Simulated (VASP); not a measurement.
# As (R-3m) in VASP: further runs

Runs on As. Level: PBE. Tasks: single point, relaxation of shape and atoms at fixed volume, relaxation of cell and atoms.

All numbers are computed with VASP 6.6.1; they aren't measurements. Logs are shortened: lines on timing, memory, paths and dates and some standing lists are left out, and cuts for length are marked.

## (1) The cell of the first run

Symmetry: R-3m, No. 166, trigonal system. The conventional cell has a = 3.804 Å, b = 3.804 Å, c = 11.187 Å, α = 90.00°, β = 90.00°, γ = 120.00°. As (site symmetry 3m) has 6 As at 2.55 to 3.28 Å within 3.4 Å.

## (2) Single point, PBE (volume scaled by 1.03, then relaxed in part)

The input, INCAR:

```
PREC = Accurate ; ENCUT = 520
EDIFF = 1E-7 ; ISMEAR = 0
SIGMA = 0.1 ; LREAL = F
LASPH = T ; NELM = 60
ALGO = Normal ; ISIF = 2
LWAVE = F ; LCHARG = F
GGA = PE ; NBANDS = 12
```

The input, KPOINTS:

```
Automatic mesh
0
Gamma
  12 12 12
```

The input, POSCAR:

```
As
1.0
    1.9017628025      1.0979832660      3.7290257957
   -1.9017628025      1.0979832660      3.7290257957
    0.0000000000     -2.1959665320      3.7290257957
As
2
Direct
    0.7753755676      0.7753755676      0.7753755676
    0.2246244324      0.2246244324      0.2246244324
```

Potentials or basis: VASP PAW PBE potentials, release 64 (As).

On the command line:

```console
cat potpaw_PBE.64/As/POTCAR > POTCAR
mpirun -np 1 vasp_std > vasp.out
```

OUTCAR:

```text
PREC = Accurate
   ENCUT = 520
   EDIFF = 1E-7
   ISMEAR = 0
   LREAL = F
   LASPH = T
   NELM = 60
   ISIF = 2
   GGA = PE

 ion  position               nearest neighbor table
   1  0.775  0.775  0.775-   2 2.55   2 2.55   2 2.55
   2  0.225  0.225  0.225-   1 2.55   1 2.55   1 2.55

  LATTYP: Found a trigonal (rhomboedric) cell.
 ALAT       =     4.3275746550
 COS(alpha) =     0.6137632842

  Lattice vectors:

 A1 = (   1.9017628025,   1.0979832660,   3.7290257957)
 A2 = (  -1.9017628025,   1.0979832660,   3.7290257957)
 A3 = (   0.0000000000,  -2.1959665320,   3.7290257957)

Analysis of symmetry for initial positions (statically):
=====================================================================
 Subroutine PRICEL returns:
 Original cell was already a primitive cell.

 Routine SETGRP: Setting up the symmetry group for a
 trigonal (rhombohedral) supercell.

 Subroutine GETGRP returns: Found 12 space group operations
 (whereof 12 operations were pure point group operations)
 out of a pool of 12 trial point group operations.

The static configuration has the point symmetry D_3d.

Analysis of symmetry for dynamics (positions and initial velocities):
=====================================================================
 Subroutine PRICEL returns:
 Original cell was already a primitive cell.

 Routine SETGRP: Setting up the symmetry group for a
 trigonal (rhombohedral) supercell.

 Subroutine GETGRP returns: Found 12 space group operations
 (whereof 12 operations were pure point group operations)
 out of a pool of 12 trial point group operations.

The dynamic configuration has the point symmetry D_3d.

 Subroutine INISYM returns: Found 12 space group operations
 (whereof 12 operations are pure point group operations),
 and found     1 'primitive' translations

----------------------------------------------------------------------------------------

                                     Primitive cell

  volume of cell :      46.7196

  direct lattice vectors                    reciprocal lattice vectors
     1.901762802  1.097983266  3.729025796     0.262913966  0.151793449  0.089388852
    -1.901762802  1.097983266  3.729025796    -0.262913966  0.151793449  0.089388852
     0.000000000 -2.195966532  3.729025796     0.000000000 -0.303586898  0.089388852

  length of vectors
     4.327574655  4.327574655  4.327574655     0.316473334  0.316473334  0.316473334

  position of ions in fractional coordinates (direct lattice)
[... 84 lines left out ...]
   NFREE  =      0    steps in history (QN), initial steepest desc. (CG)
   ISIF   =      2    stress and relaxation
   ISYM   =      2    0-nonsym 1-usesym 2-fastsym
   POTIM  = 0.5000    time-step for ionic-motion
   TEBEG  =    0.0;   TEEND  =   0.0 temperature during run
   PSTRESS=    0.0 pullay stress
   NELECT =      10.0000    total number of electrons
   NUPDOWN=      -1.0000    fix difference up-down
   EMIN   =  10.00;   EMAX   =-10.00  energy-range for DOS
   EFERMI =   0.00;   METHOD = LEGACY
   ISMEAR =     0;   SIGMA  =   0.10  broadening in eV -4-tet -1-fermi 0-gaus
   EFERMI_NEDOS =   21; number of points for ismear=-14 and -15
   IALGO  =     38    algorithm
   IMIX   =      4    mixing-type and parameters
     AMIX     =   0.40;   BMIX     =  1.00
     AMIX_MAG =   1.60;   BMIX_MAG =  1.00
  volume/ion in A,a.u.               =      23.36       157.64
  Fermi-wavevector in a.u.,A,eV,Ry     =   0.979284  1.850578 13.047945  0.958997
  Thomas-Fermi vector in A             =   2.110125
   LORBIT       =      0    0 simple, 1 ext, 2 COOP (PROOUT), +10 PAW based schemes
   GGA     = PE    functional components
   LHFCALC =     F    Hartree Fock is set to
   AEXX    =    0.0000 exact exchange contribution
   IVDW    =     0    specifies the selected vdW correction
   LEPSILON=     F    determine dielectric tensor
   LRPA    =     F    only Hartree local field effects (RPA)
 non-spin polarized calculation
 Gauss-broadening in eV      SIGMA  =   0.10
  energy-cutoff  :      520.00
  volume of cell :       46.72
 maximum number of plane-waves:      1274
   NGX = 17   NGY = 17   NGZ = 17

 number of electron      10.0000000 magnetization

 number of electron       9.9999999 magnetization

 Free energy of the ion-electron system (eV)
  ---------------------------------------------------
  ext. energy  EPLUGINS =         0.00000000
  ---------------------------------------------------
  free energy    TOTEN  =        -9.34097159 eV

  energy without entropy =       -9.33978209  energy(sigma->0) =       -9.34037684

 E-fermi :   4.7230     XC(G=0):  -9.5892

 val. band max:        4.7048649098   @ k =   0.4167   0.3333   0.3333
 cond. band min:       4.7305731587   @ k =  -0.4167   0.5000   0.4167
 fundamental gap:      0.0257082489
 Fermi energy:         4.7229701765

 k-point     1 :       0.0000    0.0000    0.0000
  band No.  band energies     occupation
      1      -9.8618      2.00000
      2      -1.6651      2.00000
      3       2.1496      2.00000
      4       2.8480      2.00000
      5       2.8480      2.00000
      6       6.0725      0.00000
      7       7.3360      0.00000
      8       7.3360      0.00000
      9      11.8045      0.00000
     10      11.8045      0.00000
     11      12.1723      0.00000
     12      13.1445      0.00000
[... 331 lines left out ...]
 k-point    24 :      -0.4167    0.1667    0.0000
  band No.  band energies     occupation
      1      -7.1328      2.00000
      2      -6.0282      2.00000
      3       0.2986      2.00000
      4       1.5840      2.00000
      5       2.8666      2.00000
      6       5.6334      0.00000
      7       6.1184      0.00000
      8       7.8892      0.00000
      9      12.2241      0.00000
     10      13.5783      0.00000
     11      14.2933      0.00000
     12      15.8871      0.00000

 [... further k-points ...]
[... 5 lines left out ...]
  --------------------------------------------------------------------------------------
  -------------------------------------------------------------------------------------
  Total       -0.1130670     -0.1130670     -0.1179506      0.0000000     -0.0000000      0.0000000
  in kB       -3.8774623     -3.8774623     -4.0449400      0.0000000     -0.0000000      0.0000000
  external PRESSURE =      -3.9332882 kB  Pullay stress =       0.0000000 kB

 VOLUME and BASIS-vectors are now :
 -----------------------------------------------------------------------------
  energy-cutoff  :      520.00
  volume of cell :       46.72
      direct lattice vectors                 reciprocal lattice vectors
     1.901762802  1.097983266  3.729025796     0.262913966  0.151793449  0.089388852
    -1.901762802  1.097983266  3.729025796    -0.262913966  0.151793449  0.089388852
     0.000000000 -2.195966532  3.729025796     0.000000000 -0.303586898  0.089388852

 POSITION                                       TOTAL-FORCE (eV/Angst)
 -----------------------------------------------------------------------------------
      0.00000      0.00000      8.67419         0.000000      0.000000     -0.045027
      0.00000      0.00000      2.51289         0.000000     -0.000000      0.045027
 -----------------------------------------------------------------------------------
    total drift:                               -0.000000      0.000000     -0.000000

  FREE ENERGIE OF THE ION-ELECTRON SYSTEM (eV)
  ---------------------------------------------------
  free  energy   TOTEN  =        -9.3409715860 eV

  energy  without entropy=       -9.3397820919  energy(sigma->0) =       -9.34037684
```

OSZICAR:

```text
N       E                     dE             d eps       ncg     rms          rms(c)
DAV:   1     0.293648159160E+02    0.29365E+02   -0.41358E+03  4536   0.687E+02
DAV:   2    -0.765136034452E+01   -0.37016E+02   -0.35543E+02  6052   0.109E+02
DAV:   3    -0.934748503093E+01   -0.16961E+01   -0.16891E+01  5736   0.243E+01
DAV:   4    -0.935678076249E+01   -0.92957E-02   -0.92942E-02  5140   0.205E+00
DAV:   5    -0.935680802670E+01   -0.27264E-04   -0.27264E-04  5656   0.121E-01    0.311E+00
DAV:   6    -0.934620911802E+01    0.10599E-01   -0.58550E-03  5292   0.467E-01    0.187E+00
DAV:   7    -0.934076707928E+01    0.54420E-02   -0.13216E-02  5332   0.719E-01    0.903E-02
DAV:   8    -0.934090896683E+01   -0.14189E-03   -0.54274E-04  5380   0.136E-01    0.352E-02
DAV:   9    -0.934097097170E+01   -0.62005E-04   -0.79805E-05  5348   0.558E-02    0.139E-02
DAV:  10    -0.934097126152E+01   -0.28982E-06   -0.51462E-06  5452   0.129E-02    0.385E-03
DAV:  11    -0.934097142282E+01   -0.16130E-06   -0.11492E-06  5248   0.662E-03    0.141E-03
DAV:  12    -0.934097154248E+01   -0.11966E-06   -0.65628E-08  3908   0.146E-03    0.293E-04
DAV:  13    -0.934097158604E+01   -0.43567E-07   -0.16242E-08  2728   0.821E-04
   1 F= -.93409716E+01 E0= -.93403768E+01  d E =-.118949E-02
```

Wall time 66 s (1 thread of AMD EPYC 7R43 (Zen 3), shared host); peak memory 0.2 GiB.

What came out:

```
Free energy            : -9.3410 eV
Pressure               : -0.4 GPa
Largest force          : 0.045 eV/Å
Band gap on the k mesh : zero (band 5 reaches 4.82 eV, above the bottom of band 6 at 4.39 eV)
```

Forces on the atoms (eV/Å):
```
As   0.000  0.000 -0.045
As   0.000  0.000  0.045
```

Levels at points of the mesh, in eV from the Fermi level:
| k point | band 2 | band 3 | band 4 | band 5 | band 6 | band 7 | band 8 | band 9 |
| --- | --- | --- | --- | --- | --- | --- | --- | --- |
| (0.00, 0.00, 0.00) | -6.39 | -2.57 | -1.87 | -1.87 | 1.35 | 2.61 | 2.61 | 7.08 |
| (0.50, 0.00, 0.00) | -10.78 | -3.03 | -2.84 | -0.67 | -0.34 | 0.39 | 1.60 | 8.22 |
| (0.50, 0.50, 0.00) | -9.76 | -5.55 | -3.94 | -3.79 | 1.49 | 4.81 | 6.29 | 6.54 |
| (0.50, 0.50, 0.50) | -9.63 | -1.67 | -1.67 | -0.66 | 1.01 | 1.01 | 1.64 | 7.62 |

Caveat: the cell differs from its parent crystal (volume scaled by 1.03, then relaxed in part).

## (3) Single point, PBE (volume scaled by 1.06, then relaxed in part)

The input, INCAR:

```
PREC = Accurate ; ENCUT = 520
EDIFF = 1E-7 ; ISMEAR = 0
SIGMA = 0.1 ; LREAL = F
LASPH = T ; NELM = 100
ALGO = Normal ; ISIF = 2
LWAVE = F ; LCHARG = T
GGA = PE ; LELF = T
LVHAR = T ; NBANDS = 12
```

The input, KPOINTS:

```
regular mesh
0
Gamma
  12 12 12
```

The input, POSCAR:

```
As
1.0
    1.8902259031      1.0913224339      3.8846268242
   -1.8902259031      1.0913224339      3.8846268242
    0.0000000000     -2.1826448680      3.8846268241
As
2
Direct
    0.7771710517      0.7771710517      0.7771710517
    0.2228289483      0.2228289483      0.2228289483
```

Potentials or basis: VASP PAW PBE potentials, release 64 (As).

On the command line:

```console
cat potpaw_PBE.64/As/POTCAR > POTCAR
mpirun -np 1 vasp_std > vasp.out
```

Wall time 1.9 min (1 thread of AMD EPYC 7R43 (Zen 3), shared host); peak memory 0.23 GiB.

The run converged. Its results:

```
Free energy            : -9.3345 eV
Pressure               : -0.5 GPa
Largest force          : 0.052 eV/Å
Band gap on the k mesh : zero (band 5 reaches 4.68 eV, above the bottom of band 6 at 4.21 eV)
```

Forces on the atoms (eV/Å):
```
As   0.000  0.000 -0.052
As   0.000  0.000  0.052
```

Levels at points of the mesh, in eV from the Fermi level:
```
           k point  band 1  band 2  band 3  band 4  band 5  band 6  band 7  band 8  band 9  band 10
(0.00, 0.00, 0.00)  -14.61   -6.72   -2.77   -1.86   -1.86    1.12    2.43    2.43    7.25     7.25
(0.50, 0.00, 0.00)  -12.17  -10.75   -3.38   -2.99   -0.97   -0.36    0.36    1.77    7.50     8.15
(0.50, 0.50, 0.00)  -12.17   -9.93   -5.44   -3.92   -3.73    1.36    4.48    5.72    6.42    10.10
(0.50, 0.50, 0.50)  -13.88   -9.52   -1.70   -1.70   -0.62    1.16    1.16    1.50    7.36     9.64
```

Caveat: the cell differs from its parent crystal (volume scaled by 1.06, then relaxed in part).

## (4) Relaxation of shape and atoms at fixed volume, PBE (volume scaled by 0.94)

The input, INCAR:

```
SYSTEM = As
PREC = Accurate
ENCUT = 600
EDIFF = 1E-7
ISMEAR = 0
SIGMA = 0.1
LREAL = .False.
LASPH = .True.
NELM = 100
ALGO = Normal
ISIF = 4
LWAVE = .False.
LCHARG = .False.
GGA = PE
IBRION = 2
NSW = 50
EDIFFG = -0.01
```

The input, KPOINTS:

```
Automatic mesh
0
Gamma
  12 12 12
  0 0 0
```

The input, POSCAR:

```
As
1.0
    1.8830024935      1.0871519965      3.4713381675
   -1.8830024935      1.0871519965      3.4713381675
    0.0000000000     -2.1743039931      3.4713381675
As
2
Direct
    0.7721723213      0.7721723213      0.7721723213
    0.2278276787      0.2278276787      0.2278276787
```

On the command line:

```console
cat potpaw_PBE.64/As/POTCAR > POTCAR
mpirun -np 1 vasp_std > vasp.out
```

Wall time 4.3 min (1 thread of AMD EPYC 7R43 (Zen 3), shared host); peak memory 0.22 GiB.

It converged, with:

| Quantity | Value |
| --- | --- |
| Free energy | -9.3270 eV |
| Energy gained by relaxing | 3.5 meV/atom |
| Ionic steps | 5 |
| Pressure after relaxing | 2.3 GPa |
| Largest force after relaxing | 0.007 eV/Å |
| Band gap on the k mesh | zero (band 5 reaches 5.55 eV, above the bottom of band 6 at 5.23 eV) |

Forces on the atoms (eV/Å):
```
As   0.000  0.000  0.007
As   0.000  0.000 -0.007
```

Step by step:
| step | energy change (eV) | largest force (eV/Å) | pressure (GPa) | volume (Å³) |
| --- | --- | --- | --- | --- |
| 1 | 0.0000 | 0.2523 | 3.67 | 42.64 |
| 2 | -0.0048 | 0.0611 | 2.98 | 42.64 |
| 3 | -0.0055 | 0.0501 | 2.57 | 42.64 |
| 4 | -0.0066 | 0.0269 | 2.42 | 42.64 |
| 5 | -0.0070 | 0.0072 | 2.29 | 42.64 |

Final structure:
```yaml
crystal:
  lattice:
    - [1.89963, 1.09675, 3.41082]
    - [-1.89963, 1.09675, 3.41082]
    - [0.00000, -2.19351, 3.41082]
  atoms:
    - { symbol: As, position: [0.77024, 0.77024, 0.77024] }
    - { symbol: As, position: [0.22976, 0.22976, 0.22976] }
```

Levels at points of the mesh, in eV from the Fermi level:
```csv
k point,band 3,band 4,band 5,band 6,band 7,band 8
"(0.00, 0.00, 0.00)",-2.35,-2.01,-2.01,2.05,3.08,3.08
"(0.50, 0.00, 0.00)",-2.55,-2.41,-0.29,-0.28,0.31,1.01
"(0.50, 0.50, 0.00)",-6.16,-4.24,-4.16,1.67,5.59,6.68
"(0.50, 0.50, 0.50)",-1.67,-1.67,-0.64,0.49,0.49,1.60
```

Caveat: the cell differs from its parent crystal (volume scaled by 0.94).

## (5) Relaxation of cell and atoms, PBE

This run uses another cell than the first one, of 21.53 Å³/atom, 0.922 times its volume.

The input, INCAR:

```
SYSTEM = As
ALGO = Normal
EDIFF = 1E-6
EDIFFG = -0.005
ENCUT = 600
GGA = PE
IBRION = 2
ISIF = 3
ISMEAR = 0
LASPH = .True.
LCHARG = .False.
LREAL = .False.
LWAVE = .False.
NELM = 80
NSW = 100
PREC = Accurate
SIGMA = 0.1
```

The input, KPOINTS:

```
k-points
0
Gamma
  12 12 12
  0 0 0
```

The input, POSCAR:

```
As
1.0
    1.8807968987      1.0858785957      3.5140619945
   -1.8807968987      1.0858785957      3.5140619945
    0.0000000000     -2.1717571915      3.5140619945
As
2
Direct
    0.7740000000      0.7740000000      0.7740000000
    0.2260000000      0.2260000000      0.2260000000
```

On the command line:

```console
cat potpaw_PBE.64/As/POTCAR > POTCAR
mpirun -np 1 vasp_std > vasp.out
```

Run time: 8.7 min. Hardware: 1 thread of AMD EPYC 7R43 (Zen 3), shared host; peak memory 0.23 GiB.

The run converged. Its results:

- Free energy: -9.3440 eV
- Relaxed volume: 22.64 Å³/atom
- Relaxed cell: a = 4.212 Å, b = 4.212 Å, c = 4.212 Å, α = 53.88°, β = 53.88°, γ = 53.88°
- Space group after relaxing (to 0.05 Å): R-3m (No. 166)
- Energy gained by relaxing: 15.0 meV/atom
- Ionic steps: 19
- Pressure after relaxing: 0.0 GPa
- Largest force after relaxing: 0.003 eV/Å
- Band gap on the k mesh: zero (band 5 reaches 4.98 eV, above the bottom of band 6 at 4.63 eV)

Forces on the atoms (eV/Å):
```
As   0.000  0.000 -0.003
As   0.000  0.000  0.003
```

Step by step:
```tsv
step	energy change (eV)	largest force (eV/Å)	pressure (GPa)	volume (Å³)
1	0.0000	0.4937	4.09	43.06
2	-0.0112	0.3881	-2.68	46.58
3	-0.0297	0.0243	0.04	44.97
4	-0.0297	0.0146	0.11	44.93
5	-0.0298	0.0077	0.10	44.97
6	-0.0299	0.0133	0.04	45.11
7	-0.0300	0.0061	-0.04	45.18
8	-0.0300	0.0146	-0.08	45.21
9	-0.0300	0.0149	-0.04	45.21
10	-0.0300	0.0152	0.01	45.20
11	-0.0300	0.0069	0.04	45.21
12	-0.0300	0.0028	0.06	45.22
13	-0.0300	0.0031	0.02	45.25
14	-0.0300	0.0032	0.01	45.27
15	-0.0300	0.0032	0.01	45.27
16	-0.0300	0.0031	0.01	45.28
17	-0.0300	0.0034	-0.02	45.29
18	-0.0300	0.0035	-0.03	45.28
19	-0.0300	0.0033	-0.01	45.28
```

Final structure:
```
CELL_PARAMETERS angstrom
1.90825 1.10173 3.58939
-1.90825 1.10173 3.58939
0.00000 -2.20346 3.58939
ATOMIC_POSITIONS crystal
As 0.77332 0.77332 0.77332
As 0.22668 0.22668 0.22668
```

Levels at points of the mesh, in eV from the Fermi level:
| k point | band 3 | band 4 | band 5 | band 6 | band 7 | band 8 |
| --- | --- | --- | --- | --- | --- | --- |
| (0.00, 0.00, 0.00) | -2.41 | -1.89 | -1.89 | 1.65 | 2.82 | 2.82 |
| (0.50, 0.00, 0.00) | -2.70 | -2.67 | -0.43 | -0.30 | 0.39 | 1.40 |
| (0.50, 0.50, 0.00) | -5.71 | -3.99 | -3.87 | 1.63 | 5.14 | 6.61 |
| (0.50, 0.50, 0.50) | -1.63 | -1.63 | -0.66 | 0.83 | 0.83 | 1.69 |

## (6) Overview

| task | cell | cutoff (eV) | gap on the mesh (eV) | pressure (GPa) | largest force (eV/Å) |
| --- | --- | --- | --- | --- | --- |
| single point | a = 4.328 Å, angles 52.1°, 2 atoms | 520 | none | -0.4 | 0.05 |
| single point | a = 4.456 Å, angles 50.2°, 2 atoms | 520 | none | -0.5 | 0.05 |
| relaxation of shape and atoms at fixed volume | relaxed from a = 4.096 Å, angles 54.7°, 2 atoms | 600 | none | 2.3 | 0.01 |
| relaxation of cell and atoms | relaxed from a = 4.131 Å, angles 54.2°, 2 atoms | 600 | none | 0.0 | - |

Alike in all rows: level PBE; potentials or basis VASP PAW PBE potentials, release 64 (As); no spin polarisation; k mesh 12 × 12 × 12; smearing gaussian 0.1 eV.

Absolute energies hang on the potentials; compare differences alone.
